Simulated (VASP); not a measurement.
A run of VASP 6.6.1 is set up as follows.

File INCAR:

```
SYSTEM = ZnCu
PREC     = Accurate       ! precision mode
ENCUT    = 600            ! plane-wave cutoff, eV
EDIFF    = 1E-6           ! SCF threshold, eV
ISMEAR   = 1              ! smearing method
SIGMA    = 0.3            ! smearing width, eV
LREAL    = .FALSE.        ! projectors in reciprocal space
LASPH    = .TRUE.         ! aspherical terms in the spheres
NELM     = 120            ! most SCF steps
ALGO     = Normal         ! electronic algorithm
ISIF     = 2              ! what is computed and relaxed
LWAVE    = .FALSE.        ! write WAVECAR
LCHARG   = .FALSE.        ! write CHGCAR
GGA      = PE             ! functional
NBANDS   = 18             ! bands
GGA_COMPAT= .FALSE.
```

File KPOINTS:

```
Automatic mesh
0
G
  9 9 9
  0 0 0
```

The input POSCAR:

```
ZnCu
1.0
    2.9450000000      0.0000000000      0.0000000000
    0.0000000000      2.9450000000      0.0000000000
    0.0000000000      0.0000000000      2.9450000000
Zn Cu
1 1
Direct
    0.5000000000      0.5000000000      0.5000000000
    0.0000000000      0.0000000000      0.0000000000
```

Potentials or basis: VASP PAW PBE potentials, release 64 (Zn, Cu).

Launch:

```bash
$ cat potpaw_PBE.64/Zn/POTCAR potpaw_PBE.64/Cu/POTCAR > POTCAR
$ mpirun -np 1 vasp_std > vasp.out
```

(1) Predict the band gap on the k mesh.

(2) Predict the pressure.

Answers

(1) zero (an odd number of electrons rules out a gap without spin polarisation).

(2) 3.1 GPa.

Caveat: the cell stands under pressure; so wide a smearing shifts energies and pressures.
